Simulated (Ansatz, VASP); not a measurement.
One calculation of Be2ZnSe3, two programs

```
Be Zn Se
1.0
     0.04246   -0.23769    3.66693
     2.99142   -5.67905    0.43462
     8.69708    5.52775   -0.27753
Be Zn Se
4 2 6
Direct
  0.71305 0.66493 0.93932
  0.73662 0.93631 0.58340
  0.33403 0.83273 0.27909
  0.31976 0.15599 0.79432
  0.94189 0.35729 0.39664
  0.93705 0.11747 0.07695
  0.21231 0.74224 0.06406
  0.17261 0.15244 0.57811
  0.85448 0.73449 0.38896
  0.79701 0.31113 0.88874
  0.44866 0.17667 0.25077
  0.53252 0.81830 0.75964
```

Change from the starting cell: cell x2, atoms moved at random (sigma 0.1 Å) and cell strained at random (1.5 %), then relaxed without symmetry.

Alike in both runs: functional PBE; k mesh 6 × 4 × 2; occupations gaussian, width 0.2 eV; no spin polarisation.

Ansatz relaxed the structure, and its values are those at the end. VASP's run is a single point on that final structure, the one shown.

|  | VASP | Ansatz |
| --- | --- | --- |
| version | VASP 6.6.1 | Ansatz 0.2.0 |
| potentials or method | VASP PAW PBE potentials, release 64 (Be, Zn, Se), cutoff 520 eV | scalar-relativistic, plane waves, PAW |
| valence electrons in the cell | 68 | 128 |

Ansatz gave:

* gap on the k mesh at the Fermi level (eV): 0.91
* least direct gap on the mesh (eV): 1.26
* pressure (GPa): 0.0
* rms of the force components (eV/Å): 0.007

Task: Estimate VASP's values.

Result: gap on the k mesh at the Fermi level (eV): 0.90; least direct gap on the mesh (eV): 1.26; pressure (GPa): 0.2; rms of the force components (eV/Å): 0.010.

VASP's potentials hold 68 valence electrons a cell and Ansatz's 128, so a difference there can come from the potentials and not from the codes.
